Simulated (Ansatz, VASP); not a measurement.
One calculation of CdF2, two programs

The input INCAR:

```
  ALGO = Normal
  EDIFF = 1E-7
  ENCUT = 520
  GGA = PE
  ISIF = 2
  ISMEAR = 0
  LASPH = True
  LCHARG = True
  LELF = True
  LREAL = False
  LVHAR = True
  LWAVE = False
  NBANDS = 20
  NELM = 60
  PREC = Accurate
  SIGMA = 0.05
```

The input KPOINTS:

```
k-points
0
Gamma
  6 6 6
```

The input POSCAR:

```
CdF2
1.0
    0.0000000000      2.7315393575      2.7315393575
    2.7315393575      0.0000000000      2.7315393575
    2.7315393575      2.7315393575      0.0000000000
Cd F
1 2
Direct
    0.0000000000      0.0000000000      0.0000000000
    0.2500000000      0.2500000000      0.2500000000
    0.7500000000      0.7500000000      0.7500000000
```

Input for Ansatz:

```yaml
crystal:
  lattice:
    - [0.0, 2.7315393575, 2.7315393575]
    - [2.7315393575, 0.0, 2.7315393575]
    - [2.7315393575, 2.7315393575, 0.0]
  atoms:
    - { symbol: Cd, position: [0.0, 0.0, 0.0] }
    - { symbol: F, position: [0.25, 0.25, 0.25] }
    - { symbol: F, position: [0.75, 0.75, 0.75] }
basis:
  ecutwfc: 420
  ecutrho_ratio: 4
kpoints:
  mp_grid: { grid: [6, 6, 6] }
hamiltonian:
  xc: pbe
scf:
  occupations: { method: gaussian, width: 0.05 }
output:
  forces: true
  stress: true
  eigenvalues: true
```

Alike in both runs: task single point; functional PBE; k mesh 6 × 6 × 6; occupations gaussian, width 0.05 eV; no spin polarisation.

|  | VASP | Ansatz |
| --- | --- | --- |
| version | VASP 6.6.1 | Ansatz 0.2.0 |
| potentials or method | VASP PAW PBE potentials, release 64 (Cd, F), cutoff 520 eV | scalar-relativistic, plane waves, PAW |
| valence electrons in the cell | 26 | 34 |

VASP gave:

- gap on the k mesh at the Fermi level (eV): 2.94
- least direct gap on the mesh (eV): 3.47
- pressure (GPa): 1.5

Q: Estimate Ansatz's values.

A: gap on the k mesh at the Fermi level (eV): 2.97; least direct gap on the mesh (eV): 3.50; pressure (GPa): 1.0.

The functional is the same, so the differences come from potentials, cutoffs and numerics. VASP's potentials hold 26 valence electrons a cell and Ansatz's 34, so a difference there can come from the potentials and not from the codes.
